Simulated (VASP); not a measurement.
# Cu2Re (Fm-3m) in VASP: a series of runs

Cu2Re is run at these levels: PBE; tasks: single point, relaxation of cell and atoms.

Everything below comes from runs of VASP 6.6.1. Logs are shortened: lines on timing, memory, paths and dates and some standing lists are left out, and cuts for length are marked.

## 1. The cell of the first run

It takes space group Fm-3m (No. 225, cubic). Conventional cell: a = 5.387 Å, b = 5.387 Å, c = 5.387 Å, α = 90.00°, β = 90.00°, γ = 90.00°. Cu (site symmetry -43m) has 4 Re at 2.33 Å and 6 Cu at 2.69 Å within 3.1 Å. Within 3.1 Å of Re (site symmetry m-3m) lie 8 Cu at 2.33 Å.

## 2. Single point, PBE

The input, INCAR:

```
SYSTEM = Cu2Re
PREC     = Accurate       ! precision mode
ENCUT    = 520            ! plane-wave cutoff, eV
EDIFF    = 1E-6           ! SCF threshold, eV
ISMEAR   = 0              ! smearing method
SIGMA    = 0.1            ! smearing width, eV
LREAL    = .FALSE.        ! projectors in reciprocal space
LASPH    = .TRUE.         ! aspherical terms in the spheres
NELM     = 80             ! most SCF steps
ALGO     = Normal         ! electronic algorithm
ISIF     = 2              ! what is computed and relaxed
LWAVE    = .FALSE.        ! write WAVECAR
LCHARG   = .FALSE.        ! write CHGCAR
GGA      = PE             ! functional
NBANDS   = 22             ! bands
```

The input, KPOINTS:

```
regular mesh
0
G
  6 6 6
  0 0 0
```

The input, POSCAR:

```
Cu2Re
1.0
    0.0000000000      2.6933163454      2.6933163454
    2.6933163454      0.0000000000      2.6933163454
    2.6933163454      2.6933163454      0.0000000000
Cu Re
2 1
Direct
    0.2500000000      0.2500000000      0.2500000000
    0.7500000000      0.7500000000      0.7500000000
    0.0000000000      0.0000000000      0.0000000000
```

Potentials or basis: VASP PAW PBE potentials, release 64 (Cu, Re).

Launch:

```
> cat potpaw_PBE.64/Cu/POTCAR potpaw_PBE.64/Re/POTCAR > POTCAR
> mpirun -np 1 vasp_std > vasp.out
```

OUTCAR:

```text
SYSTEM = Cu2Re
   PREC = Accurate
   ENCUT = 520
   EDIFF = 1E-6
   ISMEAR = 0
   LREAL = .FALSE.
   LASPH = .TRUE.
   NELM = 80
   ISIF = 2
   GGA = PE

 ion  position               nearest neighbor table
   1  0.250  0.250  0.250-   3 2.33   3 2.33   3 2.33   3 2.33   2 2.69   2 2.69   2 2.69   2 2.69
                             2 2.69   2 2.69
   2  0.750  0.750  0.750-   3 2.33   3 2.33   3 2.33   3 2.33   1 2.69   1 2.69   1 2.69   1 2.69
                             1 2.69   1 2.69
   3  0.000  0.000  0.000-   1 2.33   2 2.33   2 2.33   2 2.33   2 2.33   1 2.33   1 2.33   1 2.33

  LATTYP: Found a face centered cubic cell.
 ALAT       =     5.3866326908

  Lattice vectors:

 A1 = (   0.0000000000,   2.6933163454,   2.6933163454)
 A2 = (   2.6933163454,   0.0000000000,   2.6933163454)
 A3 = (   2.6933163454,   2.6933163454,   0.0000000000)

Analysis of symmetry for initial positions (statically):
=====================================================================
 Subroutine PRICEL returns:
 Original cell was already a primitive cell.

 Routine SETGRP: Setting up the symmetry group for a
 face centered cubic supercell.

 Subroutine GETGRP returns: Found 48 space group operations
 (whereof 48 operations were pure point group operations)
 out of a pool of 48 trial point group operations.

The static configuration has the point symmetry O_h .

Analysis of symmetry for dynamics (positions and initial velocities):
=====================================================================
 Subroutine PRICEL returns:
 Original cell was already a primitive cell.

 Routine SETGRP: Setting up the symmetry group for a
 face centered cubic supercell.

 Subroutine GETGRP returns: Found 48 space group operations
 (whereof 48 operations were pure point group operations)
 out of a pool of 48 trial point group operations.

The dynamic configuration has the point symmetry O_h .

 Subroutine INISYM returns: Found 48 space group operations
 (whereof 48 operations are pure point group operations),
 and found     1 'primitive' translations

----------------------------------------------------------------------------------------

                                     Primitive cell

  volume of cell :      39.0744

  direct lattice vectors                    reciprocal lattice vectors
     0.000000000  2.693316345  2.693316345    -0.185644735  0.185644735  0.185644735
     2.693316345  0.000000000  2.693316345     0.185644735 -0.185644735  0.185644735
     2.693316345  2.693316345  0.000000000     0.185644735  0.185644735 -0.185644735

  length of vectors
     3.808924503  3.808924503  3.808924503     0.321546114  0.321546114  0.321546114

[... 74 lines left out ...]
   LREAL  =      F    real-space projection
   EDIFFG = 0.1E-04   stopping-criterion for IOM
   NSW    =      0    number of steps for IOM
   IBRION =     -1    ionic relax: 0-MD 1-quasi-New 2-CG
   NFREE  =      0    steps in history (QN), initial steepest desc. (CG)
   ISIF   =      2    stress and relaxation
   ISYM   =      2    0-nonsym 1-usesym 2-fastsym
   POTIM  = 0.5000    time-step for ionic-motion
   TEBEG  =    0.0;   TEEND  =   0.0 temperature during run
   PSTRESS=    0.0 pullay stress
   NELECT =      29.0000    total number of electrons
   NUPDOWN=      -1.0000    fix difference up-down
   EMIN   =  10.00;   EMAX   =-10.00  energy-range for DOS
   EFERMI =   0.00;   METHOD = LEGACY
   ISMEAR =     0;   SIGMA  =   0.10  broadening in eV -4-tet -1-fermi 0-gaus
   EFERMI_NEDOS =   21; number of points for ismear=-14 and -15
   IALGO  =     38    algorithm
   IMIX   =      4    mixing-type and parameters
     AMIX     =   0.40;   BMIX     =  1.00
     AMIX_MAG =   1.60;   BMIX_MAG =  1.00
  volume/ion in A,a.u.               =      13.02        87.90
  Fermi-wavevector in a.u.,A,eV,Ry     =   1.482211  2.800973 29.891326  2.196950
  Thomas-Fermi vector in A             =   2.596026
   LORBIT       =      0    0 simple, 1 ext, 2 COOP (PROOUT), +10 PAW based schemes
   GGA     = PE    functional components
   LHFCALC =     F    Hartree Fock is set to
   AEXX    =    0.0000 exact exchange contribution
   IVDW    =     0    specifies the selected vdW correction
   LEPSILON=     F    determine dielectric tensor
   LRPA    =     F    only Hartree local field effects (RPA)
 non-spin polarized calculation
 Gauss-broadening in eV      SIGMA  =   0.10
  energy-cutoff  :      520.00
  volume of cell :       39.07
 maximum number of plane-waves:      1067
   NGX = 15   NGY = 15   NGZ = 15

 number of electron      28.9999984 magnetization

 Free energy of the ion-electron system (eV)
  ---------------------------------------------------
  ext. energy  EPLUGINS =         0.00000000
  ---------------------------------------------------
  free energy    TOTEN  =       -15.13565780 eV

  energy without entropy =      -15.11574663  energy(sigma->0) =      -15.12570222

 E-fermi :   7.8732     XC(G=0): -12.8225

 val. band max:        7.8470095592   @ k =   0.5000   0.3333   0.0000
 cond. band min:       7.9071043774   @ k =  -0.3333   0.1667   0.0000
 fundamental gap:      0.0600948182
 Fermi energy:         7.8732274046

 k-point     1 :       0.0000    0.0000    0.0000
  band No.  band energies     occupation
      1      -1.9016      2.00000
      2       1.8877      2.00000
      3       1.8877      2.00000
      4       3.1368      2.00000
      5       3.1368      2.00000
      6       3.1368      2.00000
[... 389 lines left out ...]
     21      19.2116      0.00000
     22      21.7114      0.00000

------------------------ aborting loop because EDIFF is reached ----------------------------------------

  FORCE on cell =-STRESS in cart. coord.  units (eV):
  Direction    XX          YY          ZZ          XY          YZ          ZX
  --------------------------------------------------------------------------------------
  -------------------------------------------------------------------------------------
  Total       11.5118145     11.5118145     11.5118145      0.0000000      0.0000000     -0.0000000
  in kB      472.0220322    472.0220322    472.0220322      0.0000000      0.0000000     -0.0000000
  external PRESSURE =     472.0220322 kB  Pullay stress =       0.0000000 kB

 VOLUME and BASIS-vectors are now :
 -----------------------------------------------------------------------------
  energy-cutoff  :      520.00
  volume of cell :       39.07
      direct lattice vectors                 reciprocal lattice vectors
     0.000000000  2.693316345  2.693316345    -0.185644735  0.185644735  0.185644735
     2.693316345  0.000000000  2.693316345     0.185644735 -0.185644735  0.185644735
     2.693316345  2.693316345  0.000000000     0.185644735  0.185644735 -0.185644735

 POSITION                                       TOTAL-FORCE (eV/Angst)
 -----------------------------------------------------------------------------------
      1.34666      1.34666      1.34666         0.000000      0.000000      0.000000
      4.03997      4.03997      4.03997        -0.000000     -0.000000     -0.000000
      0.00000      0.00000      0.00000        -0.000000     -0.000000     -0.000000
 -----------------------------------------------------------------------------------
    total drift:                                0.000000      0.000000      0.000000

  FREE ENERGIE OF THE ION-ELECTRON SYSTEM (eV)
  ---------------------------------------------------
  free  energy   TOTEN  =       -15.1356578049 eV

  energy  without entropy=      -15.1157466308  energy(sigma->0) =      -15.12570222
```

stdout:

```text
POSCAR found type information on POSCAR CuRe
 POSCAR found :  2 types and       3 ions
 scaLAPACK will be used
 LDA part: xc-table for (Slater+PW92), standard interpolation
 POSCAR, INCAR and KPOINTS ok, starting setup
 FFT: planning ... GRIDC
 FFT: planning ... GRID_SOFT
 FFT: planning ... GRID
 WAVECAR not read
 entering main loop
```

It took 47 s on 1 thread of Intel Xeon 8259CL, shared host; peak memory 0.16 GiB.

What came out:

- Free energy: -15.1357 eV
- Pressure: 47.2 GPa
- Band gap on the k mesh: zero (an odd number of electrons rules out a gap without spin polarisation)

Caveat: the cell stands under pressure; spin-orbit coupling is left out, which moves the levels of the heavy elements.

## 3. Single point, PBE

This run uses another cell than the first one, of 15.82 Å³/atom.

The input, INCAR:

```
  PREC = Accurate
  ENCUT = 520
  EDIFF = 1E-7
  ISMEAR = 0
  SIGMA = 0.1
  LREAL = False
  LASPH = True
  NELM = 60
  ALGO = Fast
  ISIF = 2
  LWAVE = False
  LCHARG = False
  GGA = PE
  NBANDS = 22
```

The input, KPOINTS:

```
regular mesh
0
Gamma
  6 6 6
```

The input, POSCAR:

```
Cu2Re
1.0
    0.0000000000      2.8739112626      2.8739112626
    2.8739112626      0.0000000000      2.8739112626
    2.8739112626      2.8739112626      0.0000000000
Cu Re
2 1
Direct
    0.2500000000      0.2500000000      0.2500000000
    0.7500000000      0.7500000000      0.7500000000
    0.0000000000      0.0000000000      0.0000000000
```

Potentials or basis: VASP PAW PBE potentials, release 64 (Cu, Re).

Launch:

```
> cat potpaw_PBE.64/Cu/POTCAR potpaw_PBE.64/Re/POTCAR > POTCAR
> mpirun -np 1 vasp_std > vasp.out
```

Wall time 80 s (1 thread of Intel Xeon 8259CL, shared host); peak memory 0.17 GiB.

It converged, with:

```yaml
Free_energy: -16.1723 eV
Pressure: 0.2 GPa
Band_gap_on_the_k_mesh: zero (an odd number of electrons rules out a gap without spin polarisation)
```

Levels at points of the mesh, in eV from the Fermi level:
```csv
k point,band 11,band 12,band 13,band 14,band 15,band 16,band 17,band 18
"(0.00, 0.00, 0.00)",-2.58,-1.71,-1.71,-1.71,0.38,0.38,7.05,9.40
"(0.50, 0.00, 0.00)",-3.28,-2.89,-0.95,-0.95,0.40,0.40,0.75,5.59
"(0.50, 0.50, 0.00)",-2.61,-1.72,-1.30,-0.39,0.40,0.40,1.36,1.39
```

Caveat: spin-orbit coupling is left out, which moves the levels of the heavy elements.

## 4. Relaxation of cell and atoms, PBE

The input, INCAR:

```
SYSTEM = Cu2Re
  PREC = Accurate
  ENCUT = 600
  EDIFF = 1E-6
  ISMEAR = 0
  SIGMA = 0.1
  LREAL = .False.
  LASPH = .True.
  NELM = 100
  ALGO = Fast
  ISIF = 3
  LWAVE = .False.
  LCHARG = .False.
  GGA = PE
  IBRION = 2
  NSW = 90
  EDIFFG = -0.04
```

The input, KPOINTS:

```
Automatic mesh
0
Gamma
  6 6 6
  0 0 0
```

The input, POSCAR:

```
Cu2Re
1.0
    0.0000000000      2.6933163454      2.6933163454
    2.6933163454      0.0000000000      2.6933163454
    2.6933163454      2.6933163454      0.0000000000
Cu Re
2 1
Direct
    0.2500000000      0.2500000000      0.2500000000
    0.7500000000      0.7500000000      0.7500000000
    0.0000000000      0.0000000000      0.0000000000
```

Potentials or basis: VASP PAW PBE potentials, release 64 (Cu, Re).

Launch:

```
> cat potpaw_PBE.64/Cu/POTCAR potpaw_PBE.64/Re/POTCAR > POTCAR
> mpirun -np 1 vasp_std > vasp.out
```

OUTCAR:

```text
SYSTEM = Cu2Re
   PREC = Accurate
   ENCUT = 600
   EDIFF = 1E-6
   ISMEAR = 0
   LREAL = .False.
   LASPH = .True.
   NELM = 100
   ISIF = 3
   GGA = PE
   IBRION = 2
   NSW = 90
   EDIFFG = -0.04

 ion  position               nearest neighbor table
   1  0.250  0.250  0.250-   3 2.33   3 2.33   3 2.33   3 2.33   2 2.69   2 2.69   2 2.69   2 2.69
                             2 2.69   2 2.69
   2  0.750  0.750  0.750-   3 2.33   3 2.33   3 2.33   3 2.33   1 2.69   1 2.69   1 2.69   1 2.69
                             1 2.69   1 2.69
   3  0.000  0.000  0.000-   1 2.33   2 2.33   2 2.33   2 2.33   2 2.33   1 2.33   1 2.33   1 2.33

  LATTYP: Found a face centered cubic cell.
 ALAT       =     5.3866326908

  Lattice vectors:

 A1 = (   0.0000000000,   2.6933163454,   2.6933163454)
 A2 = (   2.6933163454,   0.0000000000,   2.6933163454)
 A3 = (   2.6933163454,   2.6933163454,   0.0000000000)

Analysis of symmetry for initial positions (statically):
=====================================================================
 Subroutine PRICEL returns:
 Original cell was already a primitive cell.

 Routine SETGRP: Setting up the symmetry group for a
 face centered cubic supercell.

 Subroutine GETGRP returns: Found 48 space group operations
 (whereof 48 operations were pure point group operations)
 out of a pool of 48 trial point group operations.

The static configuration has the point symmetry O_h .

Analysis of symmetry for dynamics (positions and initial velocities):
=====================================================================
 Subroutine PRICEL returns:
 Original cell was already a primitive cell.

 Routine SETGRP: Setting up the symmetry group for a
 face centered cubic supercell.

 Subroutine GETGRP returns: Found 48 space group operations
 (whereof 48 operations were pure point group operations)
 out of a pool of 48 trial point group operations.

The dynamic configuration has the point symmetry O_h .

 Subroutine INISYM returns: Found 48 space group operations
 (whereof 48 operations are pure point group operations),
[... 146 lines left out ...]
  -------------------------------------------------------------------------------------
  Total       11.4812213     11.4812213     11.4812213     -0.0000000      0.0000000     -0.0000000
  in kB      470.7676111    470.7676111    470.7676111     -0.0000000      0.0000000     -0.0000000
  external PRESSURE =     470.7676111 kB  Pullay stress =       0.0000000 kB
[... 61 lines left out ...]
--------------------------------------- Ionic step        3  -------------------------------------------

 number of electron      28.9999983 magnetization

------------------------ aborting loop EDIFF was not reached (unconverged)  ----------------------------

  FORCE on cell =-STRESS in cart. coord.  units (eV):
  Direction    XX          YY          ZZ          XY          YZ          ZX
  --------------------------------------------------------------------------------------
  -------------------------------------------------------------------------------------
  Total       11.9956451     11.9956451     11.9956451      0.0000000     -0.0000000      0.0000000
  in kB      397.7790001    397.7790001    397.7790001      0.0000000     -0.0000000      0.0000000
  external PRESSURE =     397.7790001 kB  Pullay stress =       0.0000000 kB
[... 18 lines left out ...]
  FREE ENERGIE OF THE ION-ELECTRON SYSTEM (eV)
  ---------------------------------------------------
  free  energy   TOTEN  =        29.9352829099 eV

  energy  without entropy=       29.9438294971  energy(sigma->0) =       29.93955620

 E-fermi :   3.6233     XC(G=0): -10.7538

 val. band max:        3.6033368326   @ k =  -0.3333   0.3333   0.1667
 cond. band min:       3.6254907901   @ k =  -0.3333   0.1667   0.0000
 fundamental gap:      0.0221539576
 Fermi energy:         3.6232503072

 k-point     1 :       0.0000    0.0000    0.0000
  band No.  band energies     occupation
      1      -3.4857      2.00000
      2      -0.0454      2.00000
      3      -0.0454      2.00000
      4       0.4793      2.00000
      5       0.4793      2.00000
      6       0.4793      2.00000
[... 313 lines left out ...]
      5       0.4307      2.00000
      6       0.5474      2.00000
[... 10 lines left out ...]
     17      13.6720      0.00000
     18     221.4941      0.00000

[... ionic steps 4 to 8 ...]

--------------------------------------- Ionic step        9  -------------------------------------------

 number of electron      28.9999979 magnetization

------------------------ aborting loop because EDIFF is reached ----------------------------------------
[... 69 lines left out ...]
--------------------------------------- Ionic step       11  -------------------------------------------

 number of electron      28.9999993 magnetization

 Free energy of the ion-electron system (eV)
  ---------------------------------------------------
  ext. energy  EPLUGINS =         0.00000000
  ---------------------------------------------------
  free energy    TOTEN  =       -16.17093479 eV

  energy without entropy =      -16.14503437  energy(sigma->0) =      -16.15798458

 E-fermi :   5.4982     XC(G=0): -11.7379

 val. band max:        5.4401773421   @ k =  -0.1667   0.1667   0.0000
 cond. band min:       5.5082712143   @ k =  -0.3333   0.1667   0.0000
 fundamental gap:      0.0680938721
 Fermi energy:         5.4982005424

 k-point     1 :       0.0000    0.0000    0.0000
  band No.  band energies     occupation
      1      -2.8379      2.00000
      2       0.8407      2.00000
      3       0.8407      2.00000
      4       1.6502      2.00000
      5       1.6502      2.00000
      6       1.6502      2.00000
[... 355 lines left out ...]
  FREE ENERGIE OF THE ION-ELECTRON SYSTEM (eV)
  ---------------------------------------------------
  free  energy   TOTEN  =       -16.1709347915 eV

  energy  without entropy=      -16.1450343664  energy(sigma->0) =      -16.15798458

 reached required accuracy - stopping structural energy minimisation
```

OSZICAR:

```text
N       E                     dE             d eps       ncg     rms          rms(c)
DAV:   1     0.190804381738E+03    0.19080E+03   -0.14910E+04   792   0.277E+03
DAV:   2    -0.464013789303E+01   -0.19544E+03   -0.18880E+03   864   0.529E+02
DAV:   3    -0.178989648962E+02   -0.13259E+02   -0.11952E+02  1036   0.161E+02
DAV:   4    -0.185770301089E+02   -0.67807E+00   -0.62310E+00  1000   0.292E+01
[... 350 lines left out ...]
RMM:   7    -0.161708377684E+02    0.29265E-04   -0.21219E-03   807   0.774E-01    0.181E-02
RMM:   8    -0.161709243799E+02   -0.86612E-04   -0.89620E-04   825   0.210E-01    0.220E-02
RMM:   9    -0.161709328515E+02   -0.84716E-05   -0.11293E-04   750   0.113E-01    0.104E-02
RMM:  10    -0.161709349431E+02   -0.20916E-05   -0.30516E-05   592   0.667E-02    0.837E-03
RMM:  11    -0.161709347915E+02    0.15157E-06   -0.53483E-06   443   0.645E-02
  11 F= -.16170935E+02 E0= -.16157985E+02  d E =-.101188E-01
```

It took 11 min on 1 thread of Intel Xeon 8259CL, shared host; peak memory 0.19 GiB.

Results:

| Property | Result |
| --- | --- |
| Free energy | -16.1709 eV |
| Relaxed volume | 15.85 Å³/atom |
| Relaxed cell | a = 4.067 Å, b = 4.067 Å, c = 4.067 Å, α = 60.00°, β = 60.00°, γ = 60.00° |
| Space group after relaxing (to 0.1 Å) | Fm-3m (No. 225) |
| Pressure after relaxing | -0.4 GPa |
| Band gap on the k mesh | zero (an odd number of electrons rules out a gap without spin polarisation) |

Final structure:
```cif
data_structure
_symmetry_space_group_name_H-M 'P 1'
_symmetry_Int_Tables_number 1
_cell_length_a 4.0666
_cell_length_b 4.0666
_cell_length_c 4.0666
_cell_angle_alpha 60.000
_cell_angle_beta 60.000
_cell_angle_gamma 60.000
_cell_volume 47.55
loop_
_atom_site_label
_atom_site_type_symbol
_atom_site_fract_x
_atom_site_fract_y
_atom_site_fract_z
_atom_site_occupancy
Cu1 Cu 0.25000 0.25000 0.25000 1
Cu2 Cu 0.75000 0.75000 0.75000 1
Re1 Re 0.00000 0.00000 0.00000 1
```

Levels at points of the mesh, in eV from the Fermi level:
```tsv
k point	band 11	band 12	band 13	band 14	band 15	band 16	band 17	band 18
(0.00, 0.00, 0.00)	-2.58	-1.70	-1.70	-1.70	0.38	0.38	7.04	9.40
(0.50, 0.00, 0.00)	-3.28	-2.88	-0.95	-0.95	0.40	0.40	0.75	5.58
(0.50, 0.50, 0.00)	-2.60	-1.72	-1.30	-0.38	0.40	1.36	1.39	1.39
```

Caveat: the volume moved by over 15 % at a fixed basis, so the end points are rough; spin-orbit coupling is left out, which moves the levels of the heavy elements.

[end of part 1 of 2]
